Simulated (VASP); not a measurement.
# B17HN18 (a cell with a defect) in VASP: a series of runs

B17HN18 (a cell with a defect) is run at these levels: PBE; tasks: single point.

Program: VASP 6.6.1. These are calculated values, not measurements. Logs are shortened: lines on timing, memory, paths and dates and some standing lists are left out, and cuts for length are marked.

### 1 The cell of the first run

The cell holds a defect, 36 atoms: a = 7.465 Å, b = 7.465 Å, c = 6.495 Å, α = 90.00°, β = 90.00°, γ = 120.00°.

### 2 Single point, PBE

INCAR reads:

```
PREC = Accurate
ENCUT = 520
EDIFF = 1E-6
ISMEAR = -1
SIGMA = 0.01
LREAL = Auto
LASPH = T
NELM = 120
ALGO = Normal
ISIF = 2
LWAVE = F
LCHARG = T
GGA = PE
LELF = T
LVHAR = T
NBANDS = 95
GGA_COMPAT = F
ISYM = -1
```

KPOINTS reads:

```
explicit points
1
Reciprocal
  0.25000000   0.25000000   0.25000000 1
```

POSCAR reads:

```
B17HN18
1.0
    7.4650312800      0.0000000000      0.0000000000
   -3.7325156400      6.4649067300      0.0000000000
    0.0000000000      0.0000000000      6.4954828800
B N H
17 18 1
Direct
    0.1140532651      0.2216554682      0.2507647365
    0.2184761207      0.1088459880      0.7360294064
    0.1139121827      0.5548965536      0.2527749493
    0.2228206555      0.4421236747      0.7599638783
    0.1138497535      0.8882741421      0.2494897599
    0.2187596500      0.7769814072      0.7546427677
    0.4474040583      0.2218188943      0.2493534206
    0.5512587155      0.1099368025      0.7441743377
    0.4475049017      0.5548218140      0.2523595452
    0.4473606569      0.8882771882      0.2516329031
    0.5579993866      0.7820318332      0.7648381779
    0.7805405717      0.2216776152      0.2505757342
    0.8876473405      0.1161877339      0.7544594431
    0.7802988748      0.5548652588      0.2518644222
    0.8803335101      0.4434290692      0.7539079982
    0.7805341811      0.8881512599      0.2517980515
    0.8855341709      0.7820639333      0.7521741416
    0.1097163651      0.2221299901      0.7494520026
    0.2245973308      0.1108742482      0.2476846501
    0.1089295749      0.5556163486      0.7592149908
    0.2246544802      0.4441301826      0.2539631865
    0.1080455687      0.8876085465      0.7480556496
    0.2246857432      0.7775450646      0.2518156262
    0.4341317543      0.2082832712      0.7161789390
    0.5580726037      0.1108336920      0.2483240672
    0.4403070002      0.5677556113      0.7823816185
    0.5580212991      0.4441003237      0.2521009258
    0.4408255038      0.8877902413      0.7575154061
    0.5580883311      0.7775885283      0.2545779138
    0.7737429675      0.2231485406      0.7524323901
    0.8913546434      0.1109053744      0.2513979231
    0.7878231322      0.5685911459      0.7383091927
    0.8913486992      0.4442284202      0.2513526920
    0.7786105573      0.8958967557      0.7601603478
    0.8913316700      0.7776188041      0.2502553192
    0.5152110597      0.3648888344      0.6940234849
```

Potentials or basis: VASP PAW PBE potentials, release 64 (B, N, H).

The run is started by

```sh
$ cat potpaw_PBE.64/B/POTCAR potpaw_PBE.64/N/POTCAR potpaw_PBE.64/H/POTCAR > POTCAR
$ mpirun -np 1 vasp_std > vasp.out
```

OUTCAR:

```text
PREC = Accurate
   ENCUT = 520
   EDIFF = 1E-6
   ISMEAR = -1
   LREAL = Auto
   LASPH = T
   NELM = 120
   ISIF = 2
   GGA = PE
   ISYM = -1

 ion  position               nearest neighbor table
   1  0.114  0.222  0.251-  19 1.43  21 1.44  31 1.44
   2  0.218  0.109  0.736-  24 1.40  22 1.43  18 1.44
   3  0.114  0.555  0.253-  21 1.43  33 1.44  23 1.44
   4  0.223  0.442  0.760-  26 1.42  18 1.42  20 1.47
   5  0.114  0.888  0.249-  23 1.43  35 1.44  19 1.44
   6  0.219  0.777  0.755-  20 1.43  22 1.43  28 1.44
[... 17 lines left out ...]
  24  0.434  0.208  0.716-  36 1.02   2 1.40   8 1.41
  25  0.558  0.111  0.248-   7 1.43  12 1.44  10 1.44
  26  0.440  0.568  0.782-  11 1.39   4 1.42
  27  0.558  0.444  0.252-   9 1.43  14 1.44   7 1.44
  28  0.441  0.888  0.758-   6 1.44   8 1.44  11 1.44
  29  0.558  0.778  0.255-  10 1.43  16 1.44   9 1.44
  30  0.774  0.223  0.752-  15 1.42  13 1.43   8 1.44
  31  0.891  0.111  0.251-  12 1.43   1 1.44  16 1.44
  32  0.788  0.569  0.738-  17 1.38  15 1.42
  33  0.891  0.444  0.251-  14 1.43  12 1.44   3 1.44
  34  0.779  0.896  0.760-  13 1.42  11 1.43  17 1.43
  35  0.891  0.778  0.250-  16 1.43   5 1.44  14 1.44
  36  0.515  0.365  0.694-  24 1.02

IMPORTANT INFORMATION: All symmetrisations will be switched off!
NOSYMM: (Re-)initialisation of all symmetry stuff for point group C_1.

----------------------------------------------------------------------------------------

                                     Primitive cell

  volume of cell :     313.4768

  direct lattice vectors                    reciprocal lattice vectors
     7.465031280  0.000000000  0.000000000     0.133957912  0.077340636  0.000000000
    -3.732515640  6.464906730  0.000000000     0.000000000  0.154681273  0.000000000
     0.000000000  0.000000000  6.495482880     0.000000000  0.000000000  0.153953142

  length of vectors
     7.465031280  7.465031281  6.495482880     0.154681273  0.154681273  0.153953142

  position of ions in fractional coordinates (direct lattice)
     0.114053265  0.221655468  0.250764737
     0.218476121  0.108845988  0.736029406
     0.113912183  0.554896554  0.252774949
     0.222820656  0.442123675  0.759963878
     0.113849753  0.888274142  0.249489760
     0.218759650  0.776981407  0.754642768
[... 28 lines left out ...]
     0.891331670  0.777618804  0.250255319
     0.515211060  0.364888834  0.694023485

  ion indices of the primitive-cell ions
   primitive index   ion index
                 1           1
                 2           2
                 3           3
                 4           4
                 5           5
                 6           6
[... 28 lines left out ...]
                35          35
                36          36

[... 36 lines left out ...]
   ISYM   =     -1    0-nonsym 1-usesym 2-fastsym
   POTIM  = 0.5000    time-step for ionic-motion
   TEBEG  =    0.0;   TEEND  =   0.0 temperature during run
   PSTRESS=    0.0 pullay stress
   NELECT =     142.0000    total number of electrons
   NUPDOWN=      -1.0000    fix difference up-down
   EMIN   =  10.00;   EMAX   =-10.00  energy-range for DOS
   EFERMI =   0.00;   METHOD = LEGACY
   ISMEAR =    -1;   SIGMA  =   0.01  broadening in eV -4-tet -1-fermi 0-gaus
   EFERMI_NEDOS =   21; number of points for ismear=-14 and -15
   IALGO  =     38    algorithm
   IMIX   =      4    mixing-type and parameters
     AMIX     =   0.40;   BMIX     =  1.00
     AMIX_MAG =   1.60;   BMIX_MAG =  1.00
  volume/ion in A,a.u.               =       8.71        58.76
  Fermi-wavevector in a.u.,A,eV,Ry     =   1.257291  2.375936 21.507829  1.580781
  Thomas-Fermi vector in A             =   2.390957
   LORBIT       =      0    0 simple, 1 ext, 2 COOP (PROOUT), +10 PAW based schemes
   GGA     = PE    functional components
   LHFCALC =     F    Hartree Fock is set to
   AEXX    =    0.0000 exact exchange contribution
   IVDW    =     0    specifies the selected vdW correction
   LEPSILON=     F    determine dielectric tensor
   LRPA    =     F    only Hartree local field effects (RPA)
 non-spin polarized calculation
  energy-cutoff  :      520.00
  volume of cell :      313.48
 maximum number of plane-waves:      8452
 NGX is ok and might be reduce to    56
   NGX = 27   NGY = 27   NGZ = 25

 number of electron     142.0000000 magnetization

 Free energy of the ion-electron system (eV)
  ---------------------------------------------------
  ext. energy  EPLUGINS =         0.00000000
  ---------------------------------------------------
  free energy    TOTEN  =      -305.72937223 eV

  energy without entropy =     -305.72936508  energy(sigma->0) =     -305.72936866

 E-fermi :   2.2549     XC(G=0): -10.1715

 val. band max:        2.1436259745   @ k =   0.2500   0.2500   0.2500
 cond. band min:       2.3661392795   @ k =   0.2500   0.2500   0.2500
 fundamental gap:      0.2225133050
 Fermi energy:         2.2548826275

 k-point     1 :       0.2500    0.2500    0.2500
  band No.  band energies     occupation
      1     -15.2263      2.00000
      2     -14.9069      2.00000
      3     -14.7839      2.00000
      4     -14.5084      2.00000
      5     -14.4088      2.00000
      6     -14.3011      2.00000
[... 75 lines left out ...]
     82       9.2220      0.00000
     83       9.4463      0.00000
 [bands above 83 left out]

------------------------ aborting loop because EDIFF is reached ----------------------------------------

  FORCE on cell =-STRESS in cart. coord.  units (eV):
  Direction    XX          YY          ZZ          XY          YZ          ZX
  --------------------------------------------------------------------------------------
  -------------------------------------------------------------------------------------
  Total       15.9513296     32.6986331      7.1858579      1.6325695     -0.0947500      0.0212272
  in kB       81.5271263    167.1224689     36.7268661      8.3440506     -0.4842665      0.1084921
  external PRESSURE =      95.1254871 kB  Pullay stress =       0.0000000 kB

 VOLUME and BASIS-vectors are now :
 -----------------------------------------------------------------------------
  energy-cutoff  :      520.00
  volume of cell :      313.48
      direct lattice vectors                 reciprocal lattice vectors
     7.465031280  0.000000000  0.000000000     0.133957912  0.077340636  0.000000000
    -3.732515640  6.464906730  0.000000000     0.000000000  0.154681273  0.000000000
     0.000000000  0.000000000  6.495482880     0.000000000  0.000000000  0.153953142

 POSITION                                       TOTAL-FORCE (eV/Angst)
 -----------------------------------------------------------------------------------
      0.02408      1.43298      1.62884        -0.001711     -0.000112      0.000819
      1.22466      0.70368      4.78087        -0.004046      0.002371     -0.000119
     -1.22080      3.58735      1.64190        -0.000992     -0.001441      0.000106
      0.01313      2.85829      4.93633         0.003696     -0.008694      0.006766
     -2.46561      5.74261      1.62056         0.000294     -0.001581      0.000130
     -1.26705      5.02311      4.90177        -0.000700      0.000826     -0.000429
[... 28 lines left out ...]
      3.75134      5.02723      1.62553         0.000937     -0.000275     -0.000782
      2.48411      2.35897      4.50802        -0.000768     -0.009829      0.001734
 -----------------------------------------------------------------------------------
    total drift:                               -0.002049      0.003684      0.005747

  FREE ENERGIE OF THE ION-ELECTRON SYSTEM (eV)
  ---------------------------------------------------
  free  energy   TOTEN  =      -305.7293722271 eV

  energy  without entropy=     -305.7293650830  energy(sigma->0) =     -305.72936866
```

It took 2.2 min on 1 thread of Intel Xeon 8259CL, shared host; peak memory 0.38 GiB.

Results:

```yaml
Free_energy: -305.7294 eV
Pressure: 9.5 GPa
Largest_force: 0.043 eV/Å
```

Forces on the atoms (eV/Å):
```
B   -0.002  0.000  0.001
B   -0.004  0.002  0.000
B   -0.001 -0.001  0.000
B    0.004 -0.009  0.007
B    0.000 -0.002  0.000
B   -0.001  0.001  0.000
B    0.001  0.002  0.001
B    0.008  0.001 -0.001
B    0.001  0.000  0.001
B   -0.001  0.001 -0.001
B    0.011  0.000  0.004
B    0.000  0.000  0.000
B    0.002 -0.001  0.002
B    0.001 -0.002  0.001
B   -0.010 -0.010 -0.002
B    0.000  0.001  0.000
B   -0.015  0.002 -0.002
N   -0.001  0.002 -0.004
N    0.000 -0.001  0.000
N    0.000  0.001  0.001
N   -0.001  0.001  0.000
N    0.002 -0.001  0.000
N   -0.001  0.001  0.000
N   -0.002  0.043 -0.006
N    0.000 -0.001 -0.001
N    0.014 -0.008 -0.006
N    0.000  0.000 -0.002
N   -0.002 -0.004  0.000
N   -0.001  0.000  0.000
N    0.002  0.003 -0.001
N    0.000  0.000  0.000
N   -0.005 -0.009  0.007
N    0.000 -0.001  0.000
N   -0.001 -0.002 -0.001
N    0.001  0.000 -0.001
H   -0.001 -0.010  0.002
```

Stress tensor (GPa, compression positive):
```
 8.15  0.83  0.01
 0.83 16.71 -0.05
 0.01 -0.05  3.67
```

Levels at points of the mesh, in eV from the Fermi level:
```tsv
k point	band 69	band 70	band 71	band 72	band 73	band 74
(0.25, 0.25, 0.25)	-0.41	-0.34	-0.11	0.11	4.65	4.76
```

### 3 Single point, PBE

INCAR reads:

```
SYSTEM = B17HN18
  PREC = Accurate
  ENCUT = 520
  EDIFF = 1E-6
  ISMEAR = -1
  SIGMA = 0.01
  LREAL = Auto
  LASPH = .True.
  NELM = 120
  ALGO = Normal
  ISIF = 2
  LWAVE = .False.
  LCHARG = .False.
  GGA = PE
  NBANDS = 95
  GGA_COMPAT = .False.
  ISYM = -1
```

KPOINTS is that of step 2.

POSCAR: that of step 2 with these lines changed.

```diff
@@ -2,5 +2,5 @@
 1.0
-    7.4650312800      0.0000000000      0.0000000000
-   -3.7325156400      6.4649067300      0.0000000000
-    0.0000000000      0.0000000000      6.4954828800
+    7.4650312844      0.0000000000      0.0000000000
+   -3.7325156422      6.4649067324      0.0000000000
+    0.0000000000      0.0000000000      6.4954828762
 B N H
```

Potentials or basis: VASP PAW PBE potentials, release 64 (B, N, H).

The run is started by

```sh
$ cat potpaw_PBE.64/B/POTCAR potpaw_PBE.64/N/POTCAR potpaw_PBE.64/H/POTCAR > POTCAR
$ mpirun -np 1 vasp_std > vasp.out
```

OUTCAR:

```text
SYSTEM = B17HN18
   PREC = Accurate
   ENCUT = 520
   EDIFF = 1E-6
   ISMEAR = -1
   LREAL = Auto
   LASPH = .True.
   NELM = 120
   ISIF = 2
   GGA = PE
   ISYM = -1

 ion  position               nearest neighbor table
   1  0.114  0.222  0.251-  19 1.43  21 1.44  31 1.44
   2  0.218  0.109  0.736-  24 1.40  22 1.43  18 1.44
   3  0.114  0.555  0.253-  21 1.43  33 1.44  23 1.44
   4  0.223  0.442  0.760-  26 1.42  18 1.42  20 1.47
   5  0.114  0.888  0.249-  23 1.43  35 1.44  19 1.44
   6  0.219  0.777  0.755-  20 1.43  22 1.43  28 1.44
[... 17 lines left out ...]
  24  0.434  0.208  0.716-  36 1.02   2 1.40   8 1.41
  25  0.558  0.111  0.248-   7 1.43  12 1.44  10 1.44
  26  0.440  0.568  0.782-  11 1.39   4 1.42
  27  0.558  0.444  0.252-   9 1.43  14 1.44   7 1.44
  28  0.441  0.888  0.758-   6 1.44   8 1.44  11 1.44
  29  0.558  0.778  0.255-  10 1.43  16 1.44   9 1.44
  30  0.774  0.223  0.752-  15 1.42  13 1.43   8 1.44
  31  0.891  0.111  0.251-  12 1.43   1 1.44  16 1.44
  32  0.788  0.569  0.738-  17 1.38  15 1.42
  33  0.891  0.444  0.251-  14 1.43  12 1.44   3 1.44
  34  0.779  0.896  0.760-  13 1.42  11 1.43  17 1.43
  35  0.891  0.778  0.250-  16 1.43   5 1.44  14 1.44
  36  0.515  0.365  0.694-  24 1.02

IMPORTANT INFORMATION: All symmetrisations will be switched off!
NOSYMM: (Re-)initialisation of all symmetry stuff for point group C_1.

----------------------------------------------------------------------------------------

                                     Primitive cell

  volume of cell :     313.4768

  direct lattice vectors                    reciprocal lattice vectors
     7.465031284  0.000000000  0.000000000     0.133957911  0.077340636  0.000000000
    -3.732515642  6.464906732  0.000000000     0.000000000  0.154681273  0.000000000
     0.000000000  0.000000000  6.495482876     0.000000000  0.000000000  0.153953142

  length of vectors
     7.465031284  7.465031284  6.495482876     0.154681273  0.154681273  0.153953142

  position of ions in fractional coordinates (direct lattice)
[... 130 lines left out ...]
   GGA     = PE    functional components
   LHFCALC =     F    Hartree Fock is set to
   AEXX    =    0.0000 exact exchange contribution
   IVDW    =     0    specifies the selected vdW correction
   LEPSILON=     F    determine dielectric tensor
   LRPA    =     F    only Hartree local field effects (RPA)
 non-spin polarized calculation
  energy-cutoff  :      520.00
  volume of cell :      313.48
 maximum number of plane-waves:      8452
 NGX is ok and might be reduce to    56
   NGX = 27   NGY = 27   NGZ = 25

 number of electron     142.0000000 magnetization

 Free energy of the ion-electron system (eV)
  ---------------------------------------------------
  ext. energy  EPLUGINS =         0.00000000
  ---------------------------------------------------
  free energy    TOTEN  =      -305.72937224 eV

  energy without entropy =     -305.72936510  energy(sigma->0) =     -305.72936867

 E-fermi :   2.2549     XC(G=0): -10.1715

 val. band max:        2.1436259742   @ k =   0.2500   0.2500   0.2500
 cond. band min:       2.3661392766   @ k =   0.2500   0.2500   0.2500
 fundamental gap:      0.2225133025
 Fermi energy:         2.2548826222

 k-point     1 :       0.2500    0.2500    0.2500
  band No.  band energies     occupation
      1     -15.2263      2.00000
      2     -14.9069      2.00000
      3     -14.7839      2.00000
      4     -14.5084      2.00000
      5     -14.4088      2.00000
      6     -14.3011      2.00000
[... 75 lines left out ...]
     82       9.2220      0.00000
     83       9.4463      0.00000
 [bands above 83 left out]

------------------------ aborting loop because EDIFF is reached ----------------------------------------

  FORCE on cell =-STRESS in cart. coord.  units (eV):
  Direction    XX          YY          ZZ          XY          YZ          ZX
  --------------------------------------------------------------------------------------
  -------------------------------------------------------------------------------------
  Total       15.9513285     32.6986322      7.1858580      1.6325695     -0.0947500      0.0212272
  in kB       81.5271203    167.1224643     36.7268662      8.3440505     -0.4842664      0.1084921
  external PRESSURE =      95.1254836 kB  Pullay stress =       0.0000000 kB

 VOLUME and BASIS-vectors are now :
 -----------------------------------------------------------------------------
  energy-cutoff  :      520.00
  volume of cell :      313.48
      direct lattice vectors                 reciprocal lattice vectors
     7.465031284  0.000000000  0.000000000     0.133957911  0.077340636  0.000000000
    -3.732515642  6.464906732  0.000000000     0.000000000  0.154681273  0.000000000
     0.000000000  0.000000000  6.495482876     0.000000000  0.000000000  0.153953142

 POSITION                                       TOTAL-FORCE (eV/Angst)
 -----------------------------------------------------------------------------------
      0.02408      1.43298      1.62884        -0.001711     -0.000112      0.000819
      1.22466      0.70368      4.78087        -0.004045      0.002371     -0.000119
     -1.22080      3.58735      1.64190        -0.000992     -0.001441      0.000106
      0.01313      2.85829      4.93633         0.003696     -0.008694      0.006766
     -2.46561      5.74261      1.62056         0.000294     -0.001581      0.000130
     -1.26705      5.02311      4.90177        -0.000700      0.000826     -0.000429
[... 28 lines left out ...]
      3.75134      5.02723      1.62553         0.000937     -0.000275     -0.000782
      2.48411      2.35897      4.50802        -0.000768     -0.009829      0.001734
 -----------------------------------------------------------------------------------
    total drift:                               -0.002049      0.003684      0.005747

  FREE ENERGIE OF THE ION-ELECTRON SYSTEM (eV)
  ---------------------------------------------------
  free  energy   TOTEN  =      -305.7293722445 eV

  energy  without entropy=     -305.7293651004  energy(sigma->0) =     -305.72936867
```

OSZICAR:

```text
N       E                     dE             d eps       ncg     rms          rms(c)
DAV:   1     0.717592053995E+03    0.71759E+03   -0.73411E+04   190   0.141E+03
DAV:   2    -0.271605529903E+03   -0.98920E+03   -0.94631E+03   229   0.328E+02
DAV:   3    -0.335452792813E+03   -0.63847E+02   -0.63160E+02   228   0.853E+01
[... 16 lines left out ...]
DAV:  20    -0.305729373661E+03    0.73865E-05   -0.42927E-05   220   0.201E-02    0.196E-02
DAV:  21    -0.305729372435E+03    0.12256E-05   -0.25080E-05   228   0.142E-02    0.811E-03
DAV:  22    -0.305729375289E+03   -0.28541E-05   -0.41680E-05   220   0.156E-02    0.136E-02
DAV:  23    -0.305729372109E+03    0.31801E-05   -0.18022E-05   180   0.996E-03    0.281E-03
DAV:  24    -0.305729372244E+03   -0.13558E-06   -0.61842E-07   116   0.240E-03
   1 F= -.30572937E+03 E0= -.30572937E+03  d E =-.714405E-05
```

It took 2.2 min on 1 thread of Intel Xeon 8259CL, shared host; peak memory 0.37 GiB.

What came out:

| Quantity | Value |
| --- | --- |
| Free energy | -305.7294 eV |
| Pressure | 9.5 GPa |
| Largest force | 0.043 eV/Å |

Forces in eV/Å, atoms in the order of the input:
```
B   -0.002  0.000  0.001
B   -0.004  0.002  0.000
B   -0.001 -0.001  0.000
B    0.004 -0.009  0.007
B    0.000 -0.002  0.000
B   -0.001  0.001  0.000
B    0.001  0.002  0.001
B    0.008  0.001 -0.001
B    0.001  0.000  0.001
B   -0.001  0.001 -0.001
B    0.011  0.000  0.004
B    0.000  0.000  0.000
B    0.002 -0.001  0.002
B    0.001 -0.002  0.001
B   -0.010 -0.010 -0.002
B    0.000  0.001  0.000
B   -0.015  0.002 -0.002
N   -0.001  0.002 -0.004
N    0.000 -0.001  0.000
N    0.000  0.001  0.001
N   -0.001  0.001  0.000
N    0.002 -0.001  0.000
N   -0.001  0.001  0.000
N   -0.002  0.043 -0.006
N    0.000 -0.001 -0.001
N    0.014 -0.008 -0.006
N    0.000  0.000 -0.002
N   -0.002 -0.004  0.000
N   -0.001  0.000  0.000
N    0.002  0.003 -0.001
N    0.000  0.000  0.000
N   -0.005 -0.009  0.007
N    0.000 -0.001  0.000
N   -0.001 -0.002 -0.001
N    0.001  0.000 -0.001
H   -0.001 -0.010  0.002
```

Stress tensor (GPa, compression positive):
```
 8.15  0.83  0.01
 0.83 16.71 -0.05
 0.01 -0.05  3.67
```
